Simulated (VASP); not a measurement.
# Bi (Im-3m) in VASP: notebook

The runs below take Bi through single point, with PBEsol.

Program: VASP 6.6.1. These are calculated values, not measurements. Logs are shortened: lines on timing, memory, paths and dates and some standing lists are left out, and cuts for length are marked.

## Step 1: The cell of the first run

It takes space group Im-3m (No. 229, cubic). Conventional cell: a = 3.914 Å, b = 3.914 Å, c = 3.914 Å, α = 90.00°, β = 90.00°, γ = 90.00°. Within 4.5 Å of Bi (site symmetry m-3m) lie 14 Bi at 3.39 to 3.91 Å.

This isn't the form of Bi at room conditions, which is rhombohedral.

## Step 2: Single point, PBEsol, non-collinear spin, zero start, spin-orbit coupling

The input, INCAR:

```
  PREC = Accurate
  ENCUT = 520
  EDIFF = 1E-6
  ISMEAR = 0
  SIGMA = 0.1
  LREAL = False
  LASPH = True
  NELM = 150
  ALGO = Normal
  ISIF = 2
  LWAVE = False
  LCHARG = False
  MAGMOM = 0 0 0
  LORBIT = 11
  LSORBIT = True
  GGA_COMPAT = False
  LORBMOM = True
  GGA = PS
  NBANDS = 26
```

The input, KPOINTS:

```
Automatic mesh
0
Gamma
  16 16 16
```

The input, POSCAR:

```
Bi
1.0
   -1.9568223914      1.9568223914      1.9568223914
    1.9568223914     -1.9568223914      1.9568223914
    1.9568223914      1.9568223914     -1.9568223914
Bi
1
Direct
    0.0000000000      0.0000000000      0.0000000000
```

Potentials or basis: VASP PAW PBE potentials, release 64 (Bi_d).

Started as:

```
$ cat potpaw_PBE.64/Bi_d/POTCAR > POTCAR
$ mpirun -np 1 vasp_ncl > vasp.out
```

OUTCAR:

```text
PREC = Accurate
   ENCUT = 520
   EDIFF = 1E-6
   ISMEAR = 0
   LREAL = False
   LASPH = True
   NELM = 150
   ISIF = 2
   LORBIT = 11
   LSORBIT = True
   GGA = PS

 ion  position               nearest neighbor table
   1  0.000  0.000  0.000-

  LATTYP: Found a body centered cubic cell.
 ALAT       =     3.9136447828

  Lattice vectors:

 A1 = (  -1.9568223914,   1.9568223914,   1.9568223914)
 A2 = (   1.9568223914,  -1.9568223914,   1.9568223914)
 A3 = (   1.9568223914,   1.9568223914,  -1.9568223914)

Analysis of symmetry for initial positions (statically):
=====================================================================
 Subroutine PRICEL returns:
 Original cell was already a primitive cell.

 Routine SETGRP: Setting up the symmetry group for a
 body centered cubic supercell.

 Subroutine GETGRP returns: Found 48 space group operations
 (whereof 48 operations were pure point group operations)
 out of a pool of 48 trial point group operations.

The static configuration has the point symmetry O_h .

Analysis of symmetry for dynamics (positions and initial velocities):
=====================================================================
 Subroutine PRICEL returns:
 Original cell was already a primitive cell.

 Routine SETGRP: Setting up the symmetry group for a
 body centered cubic supercell.

 Subroutine GETGRP returns: Found 48 space group operations
 (whereof 48 operations were pure point group operations)
 out of a pool of 48 trial point group operations.

The dynamic configuration has the point symmetry O_h .

Analysis of structural, dynamic, and magnetic symmetry:
=====================================================================
 Subroutine PRICEL returns:
 Original cell was already a primitive cell.

 Routine SETGRP: Setting up the symmetry group for a
 body centered cubic supercell.

 Subroutine GETGRP returns: Found 48 space group operations
 (whereof 48 operations were pure point group operations)
 out of a pool of 48 trial point group operations.

The overall configuration has the point symmetry O_h .

 Subroutine INISYM returns: Found 48 space group operations
 (whereof 48 operations are pure point group operations),
 and found     1 'primitive' translations

----------------------------------------------------------------------------------------

                                     Primitive cell

  volume of cell :      29.9719

  direct lattice vectors                    reciprocal lattice vectors
    -1.956822391  1.956822391  1.956822391     0.000000000  0.255516291  0.255516291
     1.956822391 -1.956822391  1.956822391     0.255516291  0.000000000  0.255516291
     1.956822391  1.956822391 -1.956822391     0.255516291  0.255516291  0.000000000

  length of vectors
     3.389315803  3.389315803  3.389315803     0.361354604  0.361354604  0.361354604

  position of ions in fractional coordinates (direct lattice)
     0.000000000  0.000000000  0.000000000

  ion indices of the primitive-cell ions
   primitive index   ion index
                 1           1

----------------------------------------------------------------------------------------

 KPOINTS: Automatic mesh

Automatic generation of k-mesh.
 Grid dimensions read from file:
 generate k-points for:   16   16   16

 Generating k-lattice:

  Cartesian coordinates                     Fractional coordinates (reciprocal lattice)
     0.000000000  0.015969768  0.015969768     0.062500000  0.000000000  0.000000000
     0.015969768  0.000000000  0.015969768     0.000000000  0.062500000  0.000000000
     0.015969768  0.015969768  0.000000000     0.000000000  0.000000000  0.062500000

  Length of vectors
     0.022584663  0.022584663  0.022584663

  Shift w.r.t. Gamma in fractional coordinates (k-lattice)
     0.000000000  0.000000000  0.000000000

 Subroutine IBZKPT returns following result:
 ===========================================

 Found    145 irreducible k-points:

 Following reciprocal coordinates:
            Coordinates               Weight
  0.000000  0.000000  0.000000      1.000000
  0.062500  0.000000  0.000000     12.000000
  0.125000  0.000000  0.000000     12.000000
  0.187500  0.000000  0.000000     12.000000
  0.250000  0.000000  0.000000     12.000000
  0.312500  0.000000  0.000000     12.000000
[... 16 lines left out ...]
  0.187500  0.187500  0.000000     24.000000
  0.250000  0.187500  0.000000     48.000000
 [... further k-points ...]
   k-points           NKPTS =    145   k-points in BZ     NKDIM =    145   number of bands    NBANDS=     26
   number of dos      NEDOS =    301   number of ions     NIONS =      1
   total plane-waves  NPLWV =  21952
   dimension x,y,z NGX =    28 NGY =   28 NGZ =   28
   dimension x,y,z NGXF=    56 NGYF=   56 NGZF=   56
   ions per type =               1
   NGX,Y,Z   is equivalent  to a cutoff of  13.73, 13.73, 13.73 a.u.
   NGXF,Y,Z  is equivalent  to a cutoff of  27.47, 27.47, 27.47 a.u.
 SYSTEM =  unknown system
   PREC   = accura    normal or accurate (medium, high low for compatibility)
   ISTART =      0    job   : 0-new  1-cont  2-samecut
   ICHARG =      2    charge: 1-file 2-atom 10-const
   ISPIN  =      1    spin polarized calculation?
   LNONCOLLINEAR =      T non collinear calculations
   LSORBIT =      T    spin-orbit coupling
   LASPH  =      T    aspherical Exc in radial PAW
   ENCUT  =  520.0 eV  38.22 Ry    6.18 a.u.   6.30  6.30  6.30*2*pi/ulx,y,z
   NELM   =    150;   NELMIN=  2; NELMDL= -5     # of ELM steps
   EDIFF  = 0.1E-05   stopping-criterion for ELM
   LREAL  =      F    real-space projection
   EDIFFG = 0.1E-04   stopping-criterion for IOM
   NSW    =      0    number of steps for IOM
   IBRION =     -1    ionic relax: 0-MD 1-quasi-New 2-CG
   NFREE  =      0    steps in history (QN), initial steepest desc. (CG)
   ISIF   =      2    stress and relaxation
   ISYM   =      2    0-nonsym 1-usesym 2-fastsym
   POTIM  = 0.5000    time-step for ionic-motion
   TEBEG  =    0.0;   TEEND  =   0.0 temperature during run
   PSTRESS=    0.0 pullay stress
   NELECT =      15.0000    total number of electrons
   NUPDOWN=      -1.0000    fix difference up-down
   EMIN   =  10.00;   EMAX   =-10.00  energy-range for DOS
   EFERMI =   0.00;   METHOD = LEGACY
   ISMEAR =     0;   SIGMA  =   0.10  broadening in eV -4-tet -1-fermi 0-gaus
   EFERMI_NEDOS =   21; number of points for ismear=-14 and -15
   IALGO  =     38    algorithm
   IMIX   =      4    mixing-type and parameters
     AMIX     =   0.40;   BMIX     =  1.00
     AMIX_MAG =   1.60;   BMIX_MAG =  1.00
  volume/ion in A,a.u.               =      29.97       202.26
  Fermi-wavevector in a.u.,A,eV,Ry     =   1.299772  2.456213 22.985781  1.689407
  Thomas-Fermi vector in A             =   2.431014
   LORBIT       =     11    0 simple, 1 ext, 2 COOP (PROOUT), +10 PAW based schemes
   GGA     = PS    functional components
   LHFCALC =     F    Hartree Fock is set to
   AEXX    =    0.0000 exact exchange contribution
   IVDW    =     0    specifies the selected vdW correction
   LEPSILON=     F    determine dielectric tensor
   LRPA    =     F    only Hartree local field effects (RPA)
 Gauss-broadening in eV      SIGMA  =   0.10
  energy-cutoff  :      520.00
  volume of cell :       29.97
 maximum number of plane-waves:      1640
 NGX is ok and might be reduce to    28
   NGX = 13   NGY = 13   NGZ = 13

 number of electron      15.0000000 magnetization       0.0000000      0.0000000      0.0000000

 number of electron      15.0000000 magnetization      -0.0000000      0.0000000     -0.0000000

 number of electron      15.0000000 magnetization       0.0000000     -0.0000000      0.0000000

 Free energy of the ion-electron system (eV)
  ---------------------------------------------------
  ext. energy  EPLUGINS =         0.00000000
  ---------------------------------------------------
  free energy    TOTEN  =        -5.02443925 eV

  energy without entropy =       -5.02002867  energy(sigma->0) =       -5.02223396

 E-fermi :   8.1190     XC(G=0): -10.5936

 val. band max:        8.1095807740   @ k =   0.5000   0.5000   0.1875
 cond. band min:       8.1439083019   @ k =  -0.4375   0.5000   0.3125
 fundamental gap:      0.0343275280
 Fermi energy:         8.1190108607

 k-point     1 :       0.0000    0.0000    0.0000
  band No.  band energies     occupation
      1     -16.3016      1.00000
      2     -16.3016      1.00000
      3     -16.3016      1.00000
      4     -16.3016      1.00000
      5     -13.4163      1.00000
      6     -13.4163      1.00000
[... 18 lines left out ...]
     25      18.7207      0.00000
     26      18.7207      0.00000

 k-point     2 :       0.0625    0.0000    0.0000
  band No.  band energies     occupation
      1     -16.3011      1.00000
      2     -16.3011      1.00000
      3     -16.2992      1.00000
      4     -16.2992      1.00000
      5     -13.4125      1.00000
      6     -13.4125      1.00000
[... 18 lines left out ...]
     25      18.6203      0.00000
     26      18.6203      0.00000

 k-point     3 :       0.1250    0.0000    0.0000
  band No.  band energies     occupation
      1     -16.2999      1.00000
      2     -16.2999      1.00000
      3     -16.2925      1.00000
      4     -16.2925      1.00000
      5     -13.4022      1.00000
      6     -13.4022      1.00000
[... 572 lines left out ...]
 k-point    23 :       0.1875    0.1875    0.0000
  band No.  band energies     occupation
      1     -16.2903      1.00000
      2     -16.2903      1.00000
      3     -16.2611      1.00000
      4     -16.2611      1.00000
      5     -13.3630      1.00000
      6     -13.3630      1.00000
[... 18 lines left out ...]
     25      21.2213      0.00000
     26      21.2213      0.00000

 k-point    24 :       0.2500    0.1875    0.0000
  band No.  band energies     occupation
      1     -16.2872      1.00000
      2     -16.2872      1.00000
      3     -16.2542      1.00000
      4     -16.2542      1.00000
      5     -13.3626      1.00000
      6     -13.3626      1.00000
[... 18 lines left out ...]
     25      22.2364      0.00000
     26      22.2583      0.00000

 [... further k-points ...]

------------------------ aborting loop because EDIFF is reached ----------------------------------------

  FORCE on cell =-STRESS in cart. coord.  units (eV):
  Direction    XX          YY          ZZ          XY          YZ          ZX
  --------------------------------------------------------------------------------------
  -------------------------------------------------------------------------------------
  Total        0.1998467      0.1998467      0.1998467     -0.0000000     -0.0000000     -0.0000000
  in kB       10.6830004     10.6830004     10.6830004     -0.0000000     -0.0000000     -0.0000000
  external PRESSURE =      10.6830004 kB  Pullay stress =       0.0000000 kB

 VOLUME and BASIS-vectors are now :
 -----------------------------------------------------------------------------
  energy-cutoff  :      520.00
  volume of cell :       29.97
      direct lattice vectors                 reciprocal lattice vectors
    -1.956822391  1.956822391  1.956822391     0.000000000  0.255516291  0.255516291
     1.956822391 -1.956822391  1.956822391     0.255516291  0.000000000  0.255516291
     1.956822391  1.956822391 -1.956822391     0.255516291  0.255516291  0.000000000

 POSITION                                       TOTAL-FORCE (eV/Angst)
 -----------------------------------------------------------------------------------
      0.00000      0.00000      0.00000        -0.000000      0.000000     -0.000000
 -----------------------------------------------------------------------------------
    total drift:                               -0.000000     -0.000000     -0.000000

  FREE ENERGIE OF THE ION-ELECTRON SYSTEM (eV)
  ---------------------------------------------------
  free  energy   TOTEN  =        -5.0244392508 eV

  energy  without entropy=       -5.0200286668  energy(sigma->0) =       -5.02223396

 orbital moment (x)

 # of ion     p       d       tot
 ----------------------------------------
  1         0.000   0.000   0.000
 ----------------------------------------
            0.000   0.000   0.000

 orbital moment (y)

 # of ion     p       d       tot
 ----------------------------------------
  1        -0.000   0.000  -0.000
 ----------------------------------------
           -0.000   0.000  -0.000

 orbital moment (z)

 # of ion     p       d       tot
 ----------------------------------------
  1         0.000  -0.000  -0.000
 ----------------------------------------
            0.000  -0.000  -0.000

 Spin-Orbit-Coupling matrix elements

 Ion:    1  E_soc:     -1.7096885
 l=   1
     0.0000000    -0.2185982    -0.2185982
    -0.2185982     0.0000000    -0.2185982
    -0.2185982    -0.2185982     0.0000000
 l=   2
     0.0000000    -0.0132874     0.0000000    -0.0132874    -0.0530625
    -0.0132874     0.0000000    -0.0397969    -0.0132874    -0.0132656
     0.0000000    -0.0397969     0.0000000    -0.0397969     0.0000000
    -0.0132874    -0.0132874    -0.0397969     0.0000000    -0.0132656
    -0.0530625    -0.0132656     0.0000000    -0.0132656     0.0000000
 l=   3
     0.0000000     0.0000000     0.0000000     0.0000000     0.0000000     0.0000000     0.0000000
     0.0000000     0.0000000     0.0000000     0.0000000     0.0000000     0.0000000     0.0000000
     0.0000000     0.0000000     0.0000000     0.0000000     0.0000000     0.0000000     0.0000000
     0.0000000     0.0000000     0.0000000     0.0000000     0.0000000     0.0000000     0.0000000
     0.0000000     0.0000000     0.0000000     0.0000000     0.0000000     0.0000000     0.0000000
     0.0000000     0.0000000     0.0000000     0.0000000     0.0000000     0.0000000     0.0000000
     0.0000000     0.0000000     0.0000000     0.0000000     0.0000000     0.0000000     0.0000000

 total charge

# of ion       s       p       d       tot
------------------------------------------
    1        1.539   1.293   9.925  12.756

 magnetization (x)

# of ion       s       p       d       tot
------------------------------------------
    1        0.000   0.000   0.000   0.000

 magnetization (y)

# of ion       s       p       d       tot
------------------------------------------
    1       -0.000  -0.000   0.000  -0.000

 magnetization (z)

# of ion       s       p       d       tot
------------------------------------------
    1        0.000  -0.000  -0.000  -0.000
```

Wall time 3 min (1 thread of Intel Xeon Platinum 8259CL at 2.50GHz (Skylake/Cascade Lake), shared host); peak memory 0.34 GiB.

Results:

| Quantity | Value |
| --- | --- |
| Free energy | -5.0244 eV |
| Pressure | 1.1 GPa |
| Net moment | 0.00 μB per cell |
| Valence electrons inside the program's atomic spheres | Bi 12.76 |

Moments on the atoms (μB; x, y, z):
```
Bi  0.00 0.00 0.00
```

Caveat: the PAW data sets were made with another functional, which shifts forces and pressure a little.

## Step 3: Single point, PBEsol

This run uses another cell than the first one, of 31.12 Å³/atom.

The input, INCAR:

```
SYSTEM = Bi
ALGO = Normal
EDIFF = 1E-6
ENCUT = 520
GGA = PS
ISIF = 2
ISMEAR = 0
LASPH = .True.
LCHARG = .True.
LELF = .True.
LREAL = .False.
LVHAR = .True.
LWAVE = .False.
NBANDS = 14
NELM = 60
PREC = Accurate
SIGMA = 0.1
```

The input, KPOINTS:

```
k-points
0
Gamma
  6 6 6
  0 0 0
```

The input, POSCAR:

```
Bi
1.0
   -1.9814305318      1.9814305318      1.9814305318
    1.9814305318     -1.9814305318      1.9814305318
    1.9814305318      1.9814305318     -1.9814305318
Bi
1
Direct
    0.0000000000      0.0000000000      0.0000000000
```

Potentials or basis: VASP PAW PBE potentials, release 64 (Bi_d).

Started as:

```
$ cat potpaw_PBE.64/Bi_d/POTCAR > POTCAR
$ mpirun -np 1 vasp_std > vasp.out
```

It took 11 s on 1 thread of Intel Xeon 8259CL, shared host; peak memory 0.15 GiB.

Results (log left out):

* Free energy: -4.1951 eV
* Pressure: -1.8 GPa
* Band gap on the k mesh: zero (an odd number of electrons rules out a gap without spin polarisation)

Levels at points of the mesh, in eV from the Fermi level:
```csv
k point,band 4,band 5,band 6,band 7,band 8,band 9,band 10,band 11
"(0.00, 0.00, 0.00)",-22.49,-22.49,-13.21,5.44,5.44,5.44,9.42,10.80
"(0.50, 0.00, 0.00)",-22.50,-22.41,-10.16,-4.76,1.90,3.77,6.28,7.89
"(0.50, 0.50, 0.50)",-22.43,-22.43,-8.05,-1.48,-1.48,-1.48,3.84,3.84
```

Caveat: the k points lie up to 0.37 Å⁻¹ apart, too coarse for converged energies and pressures of a metal; the PAW data sets were made with another functional, which shifts forces and pressure a little; spin-orbit coupling is left out, which moves the levels of the heavy elements.
